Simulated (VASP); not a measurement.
# GaAs in VASP: single point with LDA

Aim: the single point of GaAs with LDA.

Everything below comes from runs of VASP 6.6.1. Logs are shortened: lines on timing, memory, paths and dates and some standing lists are left out, and cuts for length are marked.

### Step 1. The cell of the first run

The cell holds a slab with vacuum, 16 atoms: a = 4.066 Å, b = 5.750 Å, c = 30.231 Å, α = 90.00°, β = 90.00°, γ = 90.00°.

### Step 2. Single point, LDA

INCAR

```
  PREC = Accurate
  ENCUT = 520
  EDIFF = 1E-6
  ISMEAR = -1
  SIGMA = 0.05
  LREAL = Auto
  LASPH = T
  NELM = 60
  ALGO = Normal
  ISIF = 2
  LWAVE = F
  LCHARG = F
  NBANDS = 86
  KPAR = 2
```

KPOINTS

```
regular mesh
0
Gamma
  8 6 1
```

POSCAR

```
GaAs
1.0
    4.0659927554      0.0000000000      0.0000000000
    0.0000000000      5.7501820992      0.0000000000
    0.0000000000      0.0000000000     30.2309746439
Ga As
8 8
Direct
    0.0000000000      0.0000000000      0.2646292451
    0.5000000000      0.5000000000      0.3318780322
    0.0000000000      0.0000000000      0.3991268193
    0.5000000000      0.5000000000      0.4663756064
    1.0000000000      0.0000000000      0.5336243936
    0.5000000000      0.5000000000      0.6008731807
    0.0000000000      0.0000000000      0.6681219678
    0.5000000000      0.5000000000      0.7353707549
    0.0000000000      0.2500000000      0.3318780322
    0.5000000000      0.7500000000      0.2646292451
    0.0000000000      0.2500000000      0.4663756064
    0.5000000000      0.7500000000      0.3991268193
    1.0000000000      0.2500000000      0.6008731807
    0.5000000000      0.7500000000      0.5336243936
    0.0000000000      0.2500000000      0.7353707549
    0.5000000000      0.7500000000      0.6681219678
```

Potentials or basis: VASP PAW LDA potentials, release 64 (Ga_d, As).

Command:

```
$ cat potpaw_LDA.64/Ga_d/POTCAR potpaw_LDA.64/As/POTCAR > POTCAR
$ mpirun -np 2 vasp_std > vasp.out
```

OUTCAR:

```text
PREC = Accurate
   ENCUT = 520
   EDIFF = 1E-6
   ISMEAR = -1
   LREAL = Auto
   LASPH = T
   NELM = 60
   ISIF = 2

 ion  position               nearest neighbor table
   1  0.000  0.000  0.265-   9 2.49  10 2.49  10 2.49
   2  0.500  0.500  0.332-  12 2.49  10 2.49   9 2.49   9 2.49
   3  0.000  0.000  0.399-   9 2.49  11 2.49  12 2.49  12 2.49
   4  0.500  0.500  0.466-  12 2.49  11 2.49  11 2.49  14 2.49
   5  0.000  0.000  0.534-  13 2.49  14 2.49  14 2.49  11 2.49
   6  0.500  0.500  0.601-  14 2.49  16 2.49  13 2.49  13 2.49
   7  0.000  0.000  0.668-  13 2.49  15 2.49  16 2.49  16 2.49
   8  0.500  0.500  0.735-  16 2.49  15 2.49  15 2.49
   9  0.000  0.250  0.332-   3 2.49   1 2.49   2 2.49   2 2.49
  10  0.500  0.750  0.265-   2 2.49   1 2.49   1 2.49
  11  0.000  0.250  0.466-   3 2.49   4 2.49   4 2.49   5 2.49
  12  0.500  0.750  0.399-   2 2.49   4 2.49   3 2.49   3 2.49
  13  0.000  0.250  0.601-   5 2.49   7 2.49   6 2.49   6 2.49
  14  0.500  0.750  0.534-   6 2.49   5 2.49   5 2.49   4 2.49
  15  0.000  0.250  0.735-   7 2.49   8 2.49   8 2.49
  16  0.500  0.750  0.668-   6 2.49   8 2.49   7 2.49   7 2.49

  LATTYP: Found a simple orthorhombic cell.
 ALAT       =     4.0659927554
 B/A-ratio  =     1.4142135624
 C/A-ratio  =     7.4350783345

  Lattice vectors:

 A1 = (   4.0659927554,   0.0000000000,   0.0000000000)
 A2 = (   0.0000000000,   5.7501820992,   0.0000000000)
 A3 = (   0.0000000000,   0.0000000000,  30.2309746439)

Analysis of symmetry for initial positions (statically):
=====================================================================
 Subroutine PRICEL returns:
 Original cell was already a primitive cell.

 Routine SETGRP: Setting up the symmetry group for a
 simple orthorhombic supercell.

 Subroutine GETGRP returns: Found  4 space group operations
 (whereof  2 operations were pure point group operations)
 out of a pool of  8 trial point group operations.

The static configuration has the point symmetry C_1h.
 The point group associated with its full space group is C_2v.

Analysis of symmetry for dynamics (positions and initial velocities):
=====================================================================
 Subroutine PRICEL returns:
 Original cell was already a primitive cell.

 Routine SETGRP: Setting up the symmetry group for a
 simple orthorhombic supercell.

 Subroutine GETGRP returns: Found  4 space group operations
 (whereof  2 operations were pure point group operations)
 out of a pool of  8 trial point group operations.

The dynamic configuration has the point symmetry C_1h.
 The point group associated with its full space group is C_2v.

 Subroutine INISYM returns: Found  4 space group operations
 (whereof  2 operations are pure point group operations),
 and found     1 'primitive' translations

----------------------------------------------------------------------------------------

                                     Primitive cell

  volume of cell :     706.8062

  direct lattice vectors                    reciprocal lattice vectors
     4.065992755  0.000000000  0.000000000     0.245942396  0.000000000  0.000000000
     0.000000000  5.750182099  0.000000000     0.000000000  0.173907536  0.000000000
     0.000000000  0.000000000 30.230974644     0.000000000  0.000000000  0.033078656

  length of vectors
     4.065992755  5.750182099 30.230974644     0.245942396  0.173907536  0.033078656

  position of ions in fractional coordinates (direct lattice)
     0.000000000  0.000000000  0.264629245
     0.500000000  0.500000000  0.331878032
     0.000000000  0.000000000  0.399126819
     0.500000000  0.500000000  0.466375606
     0.000000000  0.000000000  0.533624394
     0.500000000  0.500000000  0.600873181
[... 8 lines left out ...]
     0.000000000  0.250000000  0.735370755
     0.500000000  0.750000000  0.668121968

  ion indices of the primitive-cell ions
   primitive index   ion index
                 1           1
                 2           2
                 3           3
                 4           4
                 5           5
                 6           6
[... 8 lines left out ...]
                15          15
                16          16

----------------------------------------------------------------------------------------

 KPOINTS: regular mesh

Automatic generation of k-mesh.
 Grid dimensions read from file:
 generate k-points for:    8    6    1

 Generating k-lattice:

  Cartesian coordinates                     Fractional coordinates (reciprocal lattice)
     0.030742799  0.000000000  0.000000000     0.125000000  0.000000000  0.000000000
     0.000000000  0.028984589  0.000000000     0.000000000  0.166666667  0.000000000
     0.000000000  0.000000000  0.033078656     0.000000000  0.000000000  1.000000000

  Length of vectors
     0.030742799  0.028984589  0.033078656

  Shift w.r.t. Gamma in fractional coordinates (k-lattice)
     0.000000000  0.000000000  0.000000000

 Subroutine IBZKPT returns following result:
 ===========================================

 Found     20 irreducible k-points:

 Following reciprocal coordinates:
            Coordinates               Weight
  0.000000  0.000000  0.000000      1.000000
  0.125000  0.000000  0.000000      2.000000
  0.250000  0.000000  0.000000      2.000000
  0.375000  0.000000  0.000000      2.000000
  0.500000  0.000000  0.000000      1.000000
  0.000000  0.166667  0.000000      2.000000
[... 12 lines left out ...]
  0.375000  0.500000  0.000000      2.000000
  0.500000  0.500000  0.000000      1.000000
   k-points           NKPTS =     20   k-points in BZ     NKDIM =     20   number of bands    NBANDS=     86
   number of dos      NEDOS =    301   number of ions     NIONS =     16
   total plane-waves  NPLWV = 345600
   dimension x,y,z NGX =    30 NGY =   48 NGZ =  240
   dimension x,y,z NGXF=    60 NGYF=   96 NGZF=  480
   ions per type =               8   8
   NGX,Y,Z   is equivalent  to a cutoff of  12.27, 13.88, 13.20 a.u.
   NGXF,Y,Z  is equivalent  to a cutoff of  24.53, 27.75, 26.40 a.u.
 SYSTEM =  unknown system
   PREC   = accura    normal or accurate (medium, high low for compatibility)
   ISTART =      0    job   : 0-new  1-cont  2-samecut
   ICHARG =      2    charge: 1-file 2-atom 10-const
   ISPIN  =      1    spin polarized calculation?
   LNONCOLLINEAR =      F non collinear calculations
   LSORBIT =      F    spin-orbit coupling
   LASPH  =      T    aspherical Exc in radial PAW
   ENCUT  =  520.0 eV  38.22 Ry    6.18 a.u.   7.56 10.69 56.21*2*pi/ulx,y,z
   NELM   =     60;   NELMIN=  2; NELMDL= -5     # of ELM steps
   EDIFF  = 0.1E-05   stopping-criterion for ELM
   LREAL  =      T    real-space projection
   EDIFFG = 0.1E-04   stopping-criterion for IOM
   NSW    =      0    number of steps for IOM
[... 5 lines left out ...]
   TEBEG  =    0.0;   TEEND  =   0.0 temperature during run
   PSTRESS=    0.0 pullay stress
   NELECT =     144.0000    total number of electrons
   NUPDOWN=      -1.0000    fix difference up-down
   EMIN   =  10.00;   EMAX   =-10.00  energy-range for DOS
   EFERMI =   0.00;   METHOD = LEGACY
   ISMEAR =    -1;   SIGMA  =   0.05  broadening in eV -4-tet -1-fermi 0-gaus
   EFERMI_NEDOS =   21; number of points for ismear=-14 and -15
   IALGO  =     38    algorithm
   IMIX   =      4    mixing-type and parameters
     AMIX     =   0.40;   BMIX     =  1.00
     AMIX_MAG =   1.60;   BMIX_MAG =  1.00
  volume/ion in A,a.u.               =      44.18       298.11
  Fermi-wavevector in a.u.,A,eV,Ry     =   0.963301  1.820376 12.625522  0.927950
  Thomas-Fermi vector in A             =   2.092835
   LORBIT       =      0    0 simple, 1 ext, 2 COOP (PROOUT), +10 PAW based schemes
   GGA     = CA    functional components
   LHFCALC =     F    Hartree Fock is set to
   AEXX    =    0.0000 exact exchange contribution
   IVDW    =     0    specifies the selected vdW correction
   LEPSILON=     F    determine dielectric tensor
   LRPA    =     F    only Hartree local field effects (RPA)
 non-spin polarized calculation
  energy-cutoff  :      520.00
  volume of cell :      706.81
 maximum number of plane-waves:     19100
   NGX = 15   NGY = 21   NGZ =113

 number of electron     144.0000113 magnetization

 Free energy of the ion-electron system (eV)
  ---------------------------------------------------
  ext. energy  EPLUGINS =         0.00000000
  ---------------------------------------------------
  free energy    TOTEN  =       -73.03649315 eV

  energy without entropy =      -73.03098110  energy(sigma->0) =      -73.03373712

 E-fermi :  -0.3837     XC(G=0):  -5.7376

 val. band max:       -0.5604890923   @ k =   0.0000   0.1667   0.0000
 cond. band min:      -0.2653834291   @ k =   0.0000   0.0000   0.0000
 fundamental gap:      0.2951056632
 Fermi energy:        -0.3836689551

 k-point     1 :       0.0000    0.0000    0.0000
  band No.  band energies     occupation
      1     -15.5435      2.00000
      2     -15.5434      2.00000
      3     -15.5385      2.00000
      4     -15.5384      2.00000
      5     -15.4938      2.00000
      6     -15.4837      2.00000
[... 76 lines left out ...]
     83       2.4630      0.00000
     84       2.9912      0.00000

 k-point     2 :       0.1250    0.0000    0.0000
  band No.  band energies     occupation
      1     -15.5432      2.00000
      2     -15.5432      2.00000
      3     -15.5366      2.00000
      4     -15.5366      2.00000
      5     -15.4921      2.00000
      6     -15.4882      2.00000
[... 1555 lines left out ...]
     83       3.9905      0.00000
     84       3.9906      0.00000

 k-point    20 :       0.5000    0.5000    0.0000
  band No.  band energies     occupation
      1     -15.5414      2.00000
      2     -15.5414      2.00000
      3     -15.5188      2.00000
      4     -15.5188      2.00000
      5     -15.5178      2.00000
      6     -15.5178      2.00000
[... 76 lines left out ...]
     83       3.7245      0.00000
     84       3.7245      0.00000
 [bands above 84 left out]

------------------------ aborting loop because EDIFF is reached ----------------------------------------

  FORCE on cell =-STRESS in cart. coord.  units (eV):
  Direction    XX          YY          ZZ          XY          YZ          ZX
  --------------------------------------------------------------------------------------
  -------------------------------------------------------------------------------------
  Total      -12.8177817    -12.0719885     -7.9784307      0.0000000      0.0000000      0.0000000
  in kB      -29.0551489    -27.3645963    -18.0853830      0.0000000      0.0000000      0.0000000
  external PRESSURE =     -24.8350427 kB  Pullay stress =       0.0000000 kB

 VOLUME and BASIS-vectors are now :
 -----------------------------------------------------------------------------
  energy-cutoff  :      520.00
  volume of cell :      706.81
      direct lattice vectors                 reciprocal lattice vectors
     4.065992755  0.000000000  0.000000000     0.245942396  0.000000000  0.000000000
     0.000000000  5.750182099  0.000000000     0.000000000  0.173907536  0.000000000
     0.000000000  0.000000000 30.230974644     0.000000000  0.000000000  0.033078656

 POSITION                                       TOTAL-FORCE (eV/Angst)
 -----------------------------------------------------------------------------------
      0.00000      0.00000      8.00000         0.000000     -1.123234      1.513940
      2.03300      2.87509     10.03300         0.000000      0.311838      0.240282
      0.00000      0.00000     12.06599         0.000000     -0.242596      0.166781
      2.03300      2.87509     14.09899         0.000000      0.020983     -0.010881
      0.00000      0.00000     16.13199         0.000000      0.020983      0.010881
      2.03300      2.87509     18.16498         0.000000     -0.242596     -0.166781
[... 8 lines left out ...]
      0.00000      1.43755     22.23097         0.000000      0.336192      0.899666
      2.03300      4.31264     20.19798         0.000000      0.581970      0.464617
 -----------------------------------------------------------------------------------
    total drift:                                0.000000      0.007181      0.000000

  FREE ENERGIE OF THE ION-ELECTRON SYSTEM (eV)
  ---------------------------------------------------
  free  energy   TOTEN  =       -73.0364931498 eV

  energy  without entropy=      -73.0309810969  energy(sigma->0) =      -73.03373712
```

Wall time 15 min (2 MPI ranks of Intel Xeon Platinum 8488C (Sapphire Rapids), shared host); peak memory 0.99 GiB.

Results:

* Free energy: -73.0365 eV
* Largest force: 1.885 eV/Å
* Band gap on the k mesh: 0.30 eV

Forces on the atoms (eV/Å):
```
Ga   0.000 -1.123  1.514
Ga   0.000  0.312  0.240
Ga   0.000 -0.243  0.167
Ga   0.000  0.021 -0.011
Ga   0.000  0.021  0.011
Ga   0.000 -0.243 -0.167
Ga   0.000  0.312 -0.240
Ga   0.000 -1.123 -1.514
As   0.000  0.582 -0.465
As   0.000  0.336 -0.900
As   0.000  0.079 -0.077
As   0.000  0.036  0.093
As   0.000  0.036 -0.093
As   0.000  0.079  0.077
As   0.000  0.336  0.900
As   0.000  0.582  0.465
```

Levels at points of the mesh, in eV from the valence-band top:
| k point | band 70 | band 71 | band 72 | band 73 | band 74 | band 75 |
| --- | --- | --- | --- | --- | --- | --- |
| (0.00, 0.00, 0.00) | -0.09 | -0.03 | 0.00 | 0.30 | 0.84 | 1.60 |
| (0.50, 0.00, 0.00) | -1.59 | -0.27 | -0.27 | 0.57 | 0.57 | 1.75 |
| (0.00, 0.50, 0.00) | -0.80 | -0.35 | -0.35 | 0.38 | 0.38 | 1.29 |
| (0.50, 0.50, 0.00) | -1.19 | -0.44 | -0.44 | 0.33 | 0.33 | 1.84 |

Caveat: there is no dipole correction, which matters where the two faces differ; semilocal functionals underestimate gaps, and a narrow one can read as zero.
